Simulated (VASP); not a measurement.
# K8Cl7 (a cell with a defect) in VASP: notebook

K8Cl7 (a cell with a defect) is run at these levels: PBEsol; tasks: single point.

Everything below comes from runs of VASP 6.6.1. Logs are shortened: lines on timing, memory, paths and dates and some standing lists are left out, and cuts for length are marked.

## Step 1: The cell of the first run

The cell holds a defect, 15 atoms: a = 8.827 Å, b = 8.827 Å, c = 8.827 Å, α = 60.00°, β = 60.00°, γ = 60.00°.

## Step 2: Single point, PBEsol

INCAR reads:

```
PREC = Accurate
ENCUT = 520
EDIFF = 1E-7
ISMEAR = 0
SIGMA = 0.05
LREAL = Auto
LASPH = True
NELM = 80
ALGO = Normal
ISIF = 2
LWAVE = False
LCHARG = True
GGA = PS
LELF = True
LVHAR = True
NELECT = 120.0
NBANDS = 74
```

KPOINTS reads:

```
regular mesh
0
Gamma
  4 4 4
```

POSCAR reads:

```
K8Cl7
1.0
    0.0000000000      6.2414083080     -6.2414083080
    6.2414083080      6.2414083080      0.0000000000
    6.2414083080      0.0000000000     -6.2414083080
K Cl
8 7
Direct
    0.5114452288      0.5114452288     -0.0114452535
    0.5114452288     -0.0114452535     -0.0114452535
    0.9885546972      0.5114452288     -0.0114452535
    0.9999999507      0.0000000000      0.0000000000
    0.4999999753      0.4999999753      0.4999999753
    0.5114452288     -0.0114452535      0.5114452288
    0.9885546972      0.5114452288      0.5114452288
    0.9885546972     -0.0114452535      0.5114452288
    0.2499999877     -0.2499999877      0.2499999877
    0.7499999630      0.7499999630      0.2499999877
    0.7499999630      0.2499999877      0.2499999877
    0.2499999877      0.7499999630      0.7499999630
    0.2499999877      0.2499999877      0.7499999630
    0.7499999630      0.7499999630      0.7499999630
    0.7499999630      0.2499999877      0.7499999630
```

Potentials or basis: VASP PAW PBE potentials, release 64 (K_sv, Cl).

Launch:

```console
cat potpaw_PBE.64/K_sv/POTCAR potpaw_PBE.64/Cl/POTCAR > POTCAR
mpirun -np 1 vasp_std > vasp.out
```

OUTCAR:

```text
PREC = Accurate
   ENCUT = 520
   EDIFF = 1E-7
   ISMEAR = 0
   LREAL = Auto
   LASPH = True
   NELM = 80
   ISIF = 2
   GGA = PS
   NELECT = 120.0

 ion  position               nearest neighbor table
   1  0.511  0.511  0.989-  14 2.98  11 3.12   9 3.12  12 3.12  15 3.12
   2  0.511  0.989  0.989-  14 2.98  10 3.12  15 3.12   9 3.12  13 3.12
   3  0.989  0.511  0.989-  14 2.98  11 3.12  10 3.12  13 3.12  12 3.12
   4  1.000  0.000  0.000-  11 3.12  10 3.12   9 3.12  13 3.12  15 3.12  12 3.12
   5  0.500  0.500  0.500-  11 3.12  13 3.12   9 3.12  12 3.12  10 3.12  15 3.12
   6  0.511  0.989  0.511-  14 2.98  13 3.12  11 3.12  10 3.12  12 3.12
   7  0.989  0.511  0.511-  14 2.98  10 3.12  15 3.12  13 3.12   9 3.12
   8  0.989  0.989  0.511-  14 2.98  11 3.12  15 3.12   9 3.12  12 3.12
   9  0.250  0.750  0.250-   5 3.12   4 3.12   2 3.12   8 3.12   1 3.12   7 3.12
  10  0.750  0.750  0.250-   5 3.12   4 3.12   2 3.12   7 3.12   3 3.12   6 3.12
  11  0.750  0.250  0.250-   5 3.12   4 3.12   3 3.12   8 3.12   6 3.12   1 3.12
  12  0.250  0.750  0.750-   5 3.12   4 3.12   1 3.12   6 3.12   3 3.12   8 3.12
  13  0.250  0.250  0.750-   5 3.12   4 3.12   6 3.12   2 3.12   3 3.12   7 3.12
  14  0.750  0.750  0.750-   7 2.98   1 2.98   6 2.98   3 2.98   8 2.98   2 2.98
  15  0.750  0.250  0.750-   5 3.12   4 3.12   2 3.12   7 3.12   8 3.12   1 3.12

  LATTYP: Found a face centered cubic cell.
 ALAT       =    12.4828166160

  Lattice vectors:

 A1 = (   0.0000000000,   6.2414083080,  -6.2414083080)
 A2 = (   6.2414083080,   6.2414083080,   0.0000000000)
 A3 = (   6.2414083080,   0.0000000000,  -6.2414083080)

Analysis of symmetry for initial positions (statically):
=====================================================================
 Subroutine PRICEL returns:
 Original cell was already a primitive cell.

 Routine SETGRP: Setting up the symmetry group for a
 face centered cubic supercell.

 Subroutine GETGRP returns: Found 48 space group operations
 (whereof 24 operations were pure point group operations)
 out of a pool of 48 trial point group operations.

The static configuration has the point symmetry T_d .
 The point group associated with its full space group is O_h .

Analysis of symmetry for dynamics (positions and initial velocities):
=====================================================================
 Subroutine PRICEL returns:
 Original cell was already a primitive cell.

 Routine SETGRP: Setting up the symmetry group for a
 face centered cubic supercell.

 Subroutine GETGRP returns: Found 48 space group operations
 (whereof 24 operations were pure point group operations)
[... 132 lines left out ...]
     AMIX_MAG =   1.60;   BMIX_MAG =  1.00
  volume/ion in A,a.u.               =      32.42       218.77
  Fermi-wavevector in a.u.,A,eV,Ry     =   1.026855  1.940475 14.346420  1.054432
  Thomas-Fermi vector in A             =   2.160770
   LORBIT       =      0    0 simple, 1 ext, 2 COOP (PROOUT), +10 PAW based schemes
   GGA     = PS    functional components
   LHFCALC =     F    Hartree Fock is set to
   AEXX    =    0.0000 exact exchange contribution
   IVDW    =     0    specifies the selected vdW correction
   LEPSILON=     F    determine dielectric tensor
   LRPA    =     F    only Hartree local field effects (RPA)
 non-spin polarized calculation
 Gauss-broadening in eV      SIGMA  =   0.05
  energy-cutoff  :      520.00
  volume of cell :      486.27
 maximum number of plane-waves:     13122
 NGX is ok and might be reduce to    70
   NGX = 33   NGY = 33   NGZ = 33

 number of electron     119.9999986 magnetization

 Free energy of the ion-electron system (eV)
  ---------------------------------------------------
  ext. energy  EPLUGINS =         0.00000000
  ---------------------------------------------------
  free energy    TOTEN  =       -52.15585022 eV

  energy without entropy =      -52.15585022  energy(sigma->0) =      -52.15585022

 E-fermi :  -1.6558     XC(G=0):  -7.3711

 val. band max:       -1.9087362856   @ k =   0.0000   0.0000   0.0000
 cond. band min:       2.4355295248   @ k =   0.0000   0.0000   0.0000
 fundamental gap:      4.3442658104
 Fermi energy:        -1.6557843489

 k-point     1 :       0.0000    0.0000    0.0000
  band No.  band energies     occupation
      1     -29.1504      2.00000
      2     -29.1406      2.00000
      3     -29.1406      2.00000
      4     -29.1406      2.00000
      5     -29.1364      2.00000
      6     -29.1364      2.00000
[... 589 lines left out ...]
     71       5.8571      0.00000
     72       5.8571      0.00000
 [bands above 72 left out]

------------------------ aborting loop because EDIFF is reached ----------------------------------------

  FORCE on cell =-STRESS in cart. coord.  units (eV):
  Direction    XX          YY          ZZ          XY          YZ          ZX
  --------------------------------------------------------------------------------------
  -------------------------------------------------------------------------------------
  Total       -3.4225312     -3.4225312     -3.4225312      0.0000000      0.0000000      0.0000000
  in kB      -11.2766529    -11.2766529    -11.2766529      0.0000000      0.0000000      0.0000000
  external PRESSURE =     -11.2766529 kB  Pullay stress =       0.0000000 kB

 VOLUME and BASIS-vectors are now :
 -----------------------------------------------------------------------------
  energy-cutoff  :      520.00
  volume of cell :      486.27
      direct lattice vectors                 reciprocal lattice vectors
     0.000000000  6.241408308 -6.241408308    -0.080110125  0.080110125 -0.080110125
     6.241408308  6.241408308  0.000000000     0.080110125  0.080110125  0.080110125
     6.241408308  0.000000000 -6.241408308     0.080110125 -0.080110125 -0.080110125

 POSITION                                       TOTAL-FORCE (eV/Angst)
 -----------------------------------------------------------------------------------
      9.36211      6.38428     -9.36211         0.000000     -0.010073     -0.000000
     12.33995      9.36211     -9.36211         0.010073      0.000000     -0.000000
      9.36211      9.36211    -12.33995         0.000000      0.000000     -0.010073
      0.00000      6.24141     -6.24141         0.000000      0.000000     -0.000000
      6.24141      6.24141     -6.24141         0.000000      0.000000     -0.000000
      9.36211      9.36211     -6.38428         0.000000      0.000000      0.010073
      6.38428      9.36211     -9.36211        -0.010073      0.000000     -0.000000
      9.36211     12.33995     -9.36211         0.000000      0.010073     -0.000000
      6.24141      6.24141     -3.12070         0.000000      0.000000     -0.000000
      6.24141      9.36211     -6.24141         0.000000      0.000000     -0.000000
      3.12070      6.24141     -6.24141         0.000000      0.000000     -0.000000
      9.36211      6.24141     -6.24141         0.000000      0.000000     -0.000000
      6.24141      3.12070     -6.24141         0.000000      0.000000     -0.000000
      9.36211      9.36211     -9.36211         0.000000      0.000000     -0.000000
      6.24141      6.24141     -9.36211         0.000000      0.000000     -0.000000
 -----------------------------------------------------------------------------------
    total drift:                                0.001358      0.002168     -0.001908

  FREE ENERGIE OF THE ION-ELECTRON SYSTEM (eV)
  ---------------------------------------------------
  free  energy   TOTEN  =       -52.1558502228 eV

  energy  without entropy=      -52.1558502228  energy(sigma->0) =      -52.15585022
```

stdout:

```text
POSCAR found type information on POSCAR K Cl
 POSCAR found :  2 types and      15 ions
 scaLAPACK will be used
 -----------------------------------------------------------------------------
|                                                                             |
|                                                                             |
|     You enforced a specific xc type in the INCAR file but a different       |
|     I HOPE YOU KNOW WHAT YOU ARE DOING!                                     |
|                                                                             |
 -----------------------------------------------------------------------------

 LDA part: xc-table for (Slater+PW92), standard interpolation
 POSCAR, INCAR and KPOINTS ok, starting setup
 FFT: planning ... GRIDC
 FFT: planning ... GRID_SOFT
 FFT: planning ... GRID
 WAVECAR not read
 entering main loop
 the old and the new charge density differ
 old charge density:   121.00000 new  120.00000
    0.897E+00
```

It took 9.2 min on 1 thread of Intel Xeon Platinum 8488C (Sapphire Rapids), shared host; peak memory 0.74 GiB.

Results:

- Free energy: -52.1559 eV
- Largest force: 0.010 eV/Å

Forces on the atoms (eV/Å):
```
K    0.000 -0.010  0.000
K    0.010  0.000  0.000
K    0.000  0.000 -0.010
K    0.000  0.000  0.000
K    0.000  0.000  0.000
K    0.000  0.000  0.010
K   -0.010  0.000  0.000
K    0.000  0.010  0.000
Cl   0.000  0.000  0.000
Cl   0.000  0.000  0.000
Cl   0.000  0.000  0.000
Cl   0.000  0.000  0.000
Cl   0.000  0.000  0.000
Cl   0.000  0.000  0.000
Cl   0.000  0.000  0.000
```

Levels at points of the mesh, in eV from the Fermi level:
```tsv
k point	band 58	band 59	band 60	band 61	band 62	band 63
(0.00, 0.00, 0.00)	-0.25	-0.25	-0.25	4.09	6.11	6.17
(0.50, 0.00, 0.00)	-0.40	-0.40	-0.40	4.78	5.70	6.66
(0.50, 0.50, 0.00)	-0.49	-0.32	-0.32	4.85	5.91	6.53
```

Caveat: the cell carries a net charge on a neutralising background, which shifts energy and pressure; the cell is charged against a uniform background, so pressure and absolute levels hang on convention; the PAW data sets were made with another functional, which shifts forces and pressure a little.

## Step 3: Single point, PBEsol (atoms taken out, then relaxed in part)

INCAR reads:

```
SYSTEM = K8Cl7
PREC = Accurate
ENCUT = 520
EDIFF = 1E-6
ISMEAR = 0
SIGMA = 0.05
LREAL = Auto
LASPH = .True.
NELM = 100
ALGO = Normal
ISIF = 2
LWAVE = .False.
LCHARG = .False.
GGA = PS
NELECT = 120.0
NBANDS = 74
```

KPOINTS reads:

```
Automatic mesh
0
Gamma
  4 4 4
  0 0 0
```

POSCAR reads:

```
K8Cl7
1.0
    0.0000000000      6.2414083080     -6.2414083080
    6.2414083080      6.2414083080      0.0000000000
    6.2414083080      0.0000000000     -6.2414083080
K Cl
8 7
Direct
    0.5114453328      0.4885546672     -0.0114453328
    0.5114453328      0.0114453328     -0.0114453328
    1.0000000000      0.5000000000      0.0000000000
    0.9885546672      0.0114453328     -0.0114453328
    0.5114453328      0.4885546672      0.5114453328
    0.5000000000      0.0000000000      0.5000000000
    0.9885546672      0.4885546672      0.5114453328
    0.9885546672      0.0114453328      0.5114453328
    0.2500000000      0.2500000000      0.2500000000
    0.7500000000      0.7500000000      0.2500000000
    0.7500000000      0.2500000000      0.2500000000
    0.2500000000      0.7500000000      0.7500000000
    0.2500000000      0.2500000000      0.7500000000
    0.7500000000      0.7500000000      0.7500000000
    0.7500000000      0.2500000000      0.7500000000
```

Potentials or basis: VASP PAW PBE potentials, release 64 (K_sv, Cl).

Launch:

```console
cat potpaw_PBE.64/K_sv/POTCAR potpaw_PBE.64/Cl/POTCAR > POTCAR
mpirun -np 1 vasp_std > vasp.out
```

It took 26 min on 1 thread of Intel Xeon 8259CL, shared host; peak memory 0.75 GiB.

It converged, with:

```yaml
Free_energy: -52.1558 eV
Largest_force: 0.010 eV/Å
```

Forces in eV/Å, atoms in the order of the input:
```
K    0.010  0.000  0.000
K    0.000 -0.010  0.000
K    0.000  0.000  0.000
K    0.000  0.000 -0.010
K    0.000  0.000  0.010
K    0.000  0.000  0.000
K    0.000  0.010  0.000
K   -0.010  0.000  0.000
Cl   0.000  0.000  0.000
Cl   0.000  0.000  0.000
Cl   0.000  0.000  0.000
Cl   0.000  0.000  0.000
Cl   0.000  0.000  0.000
Cl   0.000  0.000  0.000
Cl   0.000  0.000  0.000
```

Levels at points of the mesh, in eV from the Fermi level:
```
           k point  band 57  band 58  band 59  band 60  band 61  band 62  band 63  band 64
(0.00, 0.00, 0.00)    -0.46    -0.25    -0.25    -0.25     4.09     6.11     6.17     6.17
(0.50, 0.00, 0.00)    -0.41    -0.41    -0.40    -0.40     4.78     5.70     6.66     6.73
(0.50, 0.50, 0.00)    -0.50    -0.49    -0.32    -0.32     4.85     5.91     6.53     6.53
```

Caveat: the cell carries a net charge on a neutralising background, which shifts energy and pressure; the cell differs from its parent crystal (atoms taken out, then relaxed in part); the cell is charged against a uniform background, so pressure and absolute levels hang on convention; the PAW data sets were made with another functional, which shifts forces and pressure a little.
